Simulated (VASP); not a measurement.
# Ti4C in VASP: further runs, part 2 of 2

VASP 6.6.1.

## (3) Single point, PBE

The input, INCAR:

```
SYSTEM = Ti4C
ALGO = Normal
DIPOL = 0.5 0.5 0.335
EDIFF = 1E-7
ENCUT = 520
GGA = PE
IDIPOL = 3
ISIF = 2
ISMEAR = 0
LASPH = .TRUE.
LCHARG = .TRUE.
LDIPOL = .TRUE.
LELF = .TRUE.
LREAL = .FALSE.
LVACPOTAV = .TRUE.
LVHAR = .TRUE.
LWAVE = .FALSE.
NBANDS = 34
NELM = 100
PREC = Accurate
SIGMA = 0.1
```

The input, KPOINTS:

```
k-points
0
G
  9 7 1
  0 0 0
```

The input, POSCAR:

```
Ti4C
1.0
    2.9076478547      0.0000000000      0.0000000000
    0.0000000000      4.1120350307      0.0000000000
    0.0000000000      0.0000000000     19.6538060989
Ti C
4 1
Direct
    0.5000000000      0.5000000000      0.2035229197
    0.0000000000      0.0000000000      0.2774945423
    0.5000000000      0.5000000000      0.3439527020
    0.0000000000      0.0000000000      0.4148716059
    0.3333333333      0.5000000000      0.4376217840
```

Potentials or basis: VASP PAW PBE potentials, release 64 (Ti_sv, C).

On the command line:

```console
cat potpaw_PBE.64/Ti_sv/POTCAR potpaw_PBE.64/C/POTCAR > POTCAR
mpirun -np 1 vasp_std > vasp.out
```

OUTCAR:

```text
SYSTEM = Ti4C
   EDIFF = 1E-7
   ENCUT = 520
   GGA = PE
   ISIF = 2
   ISMEAR = 0
   LASPH = .TRUE.
   LREAL = .FALSE.
   NELM = 100
   PREC = Accurate

 ion  position               nearest neighbor table
   1  0.500  0.500  0.204-   3 2.76   2 2.91   2 2.91   2 2.91   2 2.91
   2  0.000  0.000  0.277-   4 2.70   3 2.84   3 2.84   3 2.84   3 2.84   1 2.91   1 2.91   1 2.91
                             1 2.91
   3  0.500  0.500  0.344-   5 1.90   1 2.76   2 2.84   2 2.84   2 2.84   2 2.84   4 2.88   4 2.88
                             4 2.88   4 2.88
   4  0.000  0.000  0.415-   5 2.32   5 2.32   2 2.70   3 2.88   3 2.88   3 2.88   3 2.88
   5  0.333  0.500  0.438-   3 1.90   4 2.32   4 2.32

  LATTYP: Found a simple orthorhombic cell.
 ALAT       =     2.9076478547
[... 942 lines left out ...]
  Total       -1.3369760     -8.5187182      3.6498365      0.0000000      0.0000000     -1.6719746
  in kB       -9.1156764    -58.0817317     24.8850614      0.0000000      0.0000000    -11.3997407
  external PRESSURE =     -14.1041156 kB  Pullay stress =       0.0000000 kB

 VOLUME and BASIS-vectors are now :
 -----------------------------------------------------------------------------
  energy-cutoff  :      520.00
  volume of cell :      234.99
      direct lattice vectors                 reciprocal lattice vectors
     2.907647855  0.000000000  0.000000000     0.343920602  0.000000000  0.000000000
     0.000000000  4.112035031  0.000000000     0.000000000  0.243188590  0.000000000
     0.000000000  0.000000000 19.653806099     0.000000000  0.000000000  0.050880730

 POSITION                                       TOTAL-FORCE (eV/Angst)
 -----------------------------------------------------------------------------------
      1.45382      2.05602      4.00000        -0.024210      0.000000      0.193531
      0.00000      0.00000      5.45382         0.019231      0.000000     -0.912730
      1.45382      2.05602      6.75998         0.839836      0.000000     -1.432976
      0.00000      0.00000      8.15381         0.394828      0.000000      2.121072
      0.96922      2.05602      8.60093        -1.229686      0.000000      0.031104
 -----------------------------------------------------------------------------------
    total drift:                                0.000015     -0.000000      0.001386

  FREE ENERGIE OF THE ION-ELECTRON SYSTEM (eV)
  ---------------------------------------------------
  free  energy   TOTEN  =       -36.8233125712 eV

  energy  without entropy=      -36.7909204508  energy(sigma->0) =      -36.80711651

 vacuum level on the upper side and lower side of the slab         4.905         3.160
```

OSZICAR:

```text
N       E                     dE             d eps       ncg     rms          rms(c)
DAV:   1     0.596871415457E+03    0.59687E+03   -0.28088E+04  1624   0.148E+03
DAV:   2     0.406551179198E+02   -0.55622E+03   -0.54500E+03  1472   0.464E+02
DAV:   3    -0.342862704237E+02   -0.74941E+02   -0.73292E+02  2334   0.148E+02
[... 22 lines left out ...]
DAV:  26    -0.368233024599E+02   -0.16349E-04   -0.14899E-06  1552   0.682E-03    0.164E-03
DAV:  27    -0.368233113725E+02   -0.89126E-05   -0.10886E-06  1318   0.402E-03    0.731E-04
DAV:  28    -0.368233123044E+02   -0.93190E-06   -0.94291E-08  1128   0.204E-03    0.357E-04
DAV:  29    -0.368233125243E+02   -0.21997E-06   -0.37645E-08   968   0.108E-03    0.299E-04
DAV:  30    -0.368233125712E+02   -0.46900E-07   -0.24544E-08   960   0.820E-04
   1 F= -.36823313E+02 E0= -.36807117E+02  d E =-.323921E-01
```

Run time: 8.3 min. Hardware: 1 thread of AMD EPYC 7R43 (Zen 3), shared host; peak memory 0.36 GiB.

Results:

```yaml
Free_energy: -36.8233 eV
Largest_force: 2.158 eV/Å
Band_gap_on_the_k_mesh: zero (bands 26 and 27 overlap by 0.29 eV)
```

Forces on the atoms (eV/Å):
```
Ti  -0.024  0.000  0.194
Ti   0.019  0.000 -0.913
Ti   0.840  0.000 -1.433
Ti   0.395  0.000  2.121
C   -1.230  0.000  0.031
```

## (4) Single point, PBE

The input, INCAR:

```
SYSTEM = Ti4C
ALGO     = Normal         ! electronic algorithm
DIPOL    = 0.5 0.5 0.336
EDIFF    = 1E-6           ! SCF threshold, eV
ENCUT    = 520            ! plane-wave cutoff, eV
GGA      = PE             ! functional
IDIPOL   = 3            
ISIF     = 2              ! what is computed and relaxed
ISMEAR   = 0              ! smearing method
LASPH    = .TRUE.         ! aspherical terms in the spheres
LCHARG   = .FALSE.        ! write CHGCAR
LDIPOL   = .TRUE.       
LREAL    = .FALSE.        ! projectors in reciprocal space
LWAVE    = .FALSE.        ! write WAVECAR
NBANDS   = 34             ! bands
NELM     = 100            ! most SCF steps
PREC     = Accurate       ! precision mode
SIGMA    = 0.1            ! smearing width, eV
```

KPOINTS is that of step 3.

POSCAR: that of step 3 with these lines changed.

```diff
@@ -12,2 +12,2 @@
     0.0000000000      0.0000000000      0.4148716059
-    0.3333333333      0.5000000000      0.4376217840
+    0.5000000000      0.4000000000      0.4377671377
```

On the command line:

```console
cat potpaw_PBE.64/Ti_sv/POTCAR potpaw_PBE.64/C/POTCAR > POTCAR
mpirun -np 1 vasp_std > vasp.out
```

Wall time 7.4 min (1 thread of AMD EPYC 7R43 (Zen 3), shared host); peak memory 0.35 GiB.

It converged, with:

- Free energy: -36.6815 eV
- Largest force: 2.365 eV/Å
- Band gap on the k mesh: zero (bands 26 and 27 overlap by 0.23 eV)

Forces on the atoms (eV/Å):
```
Ti   0.000 -0.064  0.048
Ti   0.000  0.119 -0.889
Ti   0.000  0.149 -1.356
Ti   0.000  0.948  2.167
C    0.000 -1.152  0.030
```

Levels at points of the mesh, in eV from the Fermi level:
```
           k point  band 24  band 25  band 26  band 27  band 28  band 29
(0.00, 0.00, 0.00)    -0.58    -0.05     0.20     0.21     0.37     0.50
```

## (5) Single point, PBE

The input, INCAR:

```
PREC = Accurate
ENCUT = 520
EDIFF = 1E-6
ISMEAR = 0
SIGMA = 0.1
LREAL = F
LASPH = T
NELM = 100
ALGO = Normal
ISIF = 2
LWAVE = F
LCHARG = T
LDIPOL = T
IDIPOL = 3
DIPOL = 0.5 0.5 0.342
GGA = PE
LELF = T
LVHAR = T
LVACPOTAV = T
NBANDS = 34
```

The input, KPOINTS:

```
Automatic mesh
0
Gamma
  9 7 1
```

POSCAR: that of step 4 with these lines changed.

```diff
@@ -12,2 +12,2 @@
     0.0000000000      0.0000000000      0.4148716059
-    0.5000000000      0.4000000000      0.4377671377
+    0.5000000000      0.1000000000      0.4708116411
```

Potentials or basis: VASP PAW PBE potentials, release 64 (Ti_sv, C).

On the command line:

```console
cat potpaw_PBE.64/Ti_sv/POTCAR potpaw_PBE.64/C/POTCAR > POTCAR
mpirun -np 1 vasp_std > vasp.out
```

OUTCAR:

```text
PREC = Accurate
   ENCUT = 520
   EDIFF = 1E-6
   ISMEAR = 0
   LREAL = F
   LASPH = T
   NELM = 100
   ISIF = 2
   GGA = PE

 ion  position               nearest neighbor table
   1  0.500  0.500  0.204-   3 2.76   2 2.91   2 2.91   2 2.91   2 2.91
   2  0.000  0.000  0.277-   4 2.70   3 2.84   3 2.84   3 2.84   3 2.84   1 2.91   1 2.91   1 2.91
                             1 2.91
   3  0.500  0.500  0.344-   1 2.76   2 2.84   2 2.84   2 2.84   2 2.84   4 2.88   4 2.88   4 2.88
                             4 2.88
   4  0.000  0.000  0.415-   5 1.87   5 1.87   2 2.70   3 2.88   3 2.88   3 2.88   3 2.88
   5  0.500  0.100  0.471-   4 1.87   4 1.87
[... 943 lines left out ...]
  Total        5.6021348     -2.0403066      1.1448527      0.0000000      1.2404305      0.0000000
  in kB       38.1960858    -13.9110763      7.8057547      0.0000000      8.4574167      0.0000000
  external PRESSURE =      10.6969214 kB  Pullay stress =       0.0000000 kB

 VOLUME and BASIS-vectors are now :
 -----------------------------------------------------------------------------
  energy-cutoff  :      520.00
  volume of cell :      234.99
      direct lattice vectors                 reciprocal lattice vectors
     2.907647855  0.000000000  0.000000000     0.343920602  0.000000000  0.000000000
     0.000000000  4.112035031  0.000000000     0.000000000  0.243188590  0.000000000
     0.000000000  0.000000000 19.653806099     0.000000000  0.000000000  0.050880730

 POSITION                                       TOTAL-FORCE (eV/Angst)
 -----------------------------------------------------------------------------------
      1.45382      2.05602      4.00000         0.000000     -0.024597      0.281939
      0.00000      0.00000      5.45382         0.000000      0.023747     -0.661969
      1.45382      2.05602      6.75998         0.000000     -0.332454     -0.347884
      0.00000      0.00000      8.15381         0.000000     -0.339032      0.675675
      1.45382      0.41120      9.25324         0.000000      0.672336      0.052240
 -----------------------------------------------------------------------------------
    total drift:                                0.000000      0.000017      0.001395

  FREE ENERGIE OF THE ION-ELECTRON SYSTEM (eV)
  ---------------------------------------------------
  free  energy   TOTEN  =       -35.2625379433 eV

  energy  without entropy=      -35.2349820489  energy(sigma->0) =      -35.24876000

 vacuum level on the upper side and lower side of the slab         5.627         2.664
```

stdout:

```text
POSCAR found type information on POSCAR TiC
 POSCAR found :  2 types and       5 ions
 scaLAPACK will be used
 LDA part: xc-table for (Slater+PW92), standard interpolation
 POSCAR, INCAR and KPOINTS ok, starting setup
 FFT: planning ... GRIDC
 FFT: planning ... GRID_SOFT
 FFT: planning ... GRID
 WAVECAR not read
 entering main loop
 -----------------------------------------------------------------------------
|                                                                             |
|           W    W    AA    RRRRR   N    N  II  N    N   GGGG   !!!           |
|           W    W   A  A   R    R  NN   N  II  NN   N  G    G  !!!           |
|           W    W  A    A  R    R  N N  N  II  N N  N  G       !!!           |
|           W WW W  AAAAAA  RRRRR   N  N N  II  N  N N  G  GGG   !            |
|           WW  WW  A    A  R   R   N   NN  II  N   NN  G    G                |
|           W    W  A    A  R    R  N    N  II  N    N   GGGG   !!!           |
|                                                                             |
|     Did not find any points to average over, which means that no vacuum     |
|     field-free region was found. Please increase the size of  your cell     |
|     in the dimension of the dipole correction to obtain accurate            |
|     workfunction values.                                                    |
|                                                                             |
 -----------------------------------------------------------------------------
```

Run time: 8.7 min. Hardware: 1 thread of AMD EPYC 7R43 (Zen 3), shared host; peak memory 0.35 GiB.

What came out:

```yaml
Free_energy: -35.2625 eV
Largest_force: 0.756 eV/Å
Band_gap_on_the_k_mesh: zero (bands 26 and 27 overlap by 0.23 eV)
```

Forces in eV/Å, atoms in the order of the input:
```
Ti   0.000 -0.025  0.282
Ti   0.000  0.024 -0.662
Ti   0.000 -0.332 -0.348
Ti   0.000 -0.339  0.676
C    0.000  0.672  0.052
```

## (6) The runs side by side

| cell | gap on the mesh (eV) | largest force (eV/Å) |
| --- | --- | --- |
| as given, atomic positions A | none | 3.07 |
| as given, atomic positions B | none | 2.16 |
| as given, atomic positions C | none | 2.37 |
| as given, atomic positions D | none | 0.76 |

Alike in all rows: task single point; level PBE; potentials or basis VASP PAW PBE potentials, release 64 (Ti_sv, C); no spin polarisation; k mesh 9 × 7 × 1; cutoff (eV) 520; smearing gaussian 0.1 eV.

Absolute energies hang on the potentials; compare differences alone.
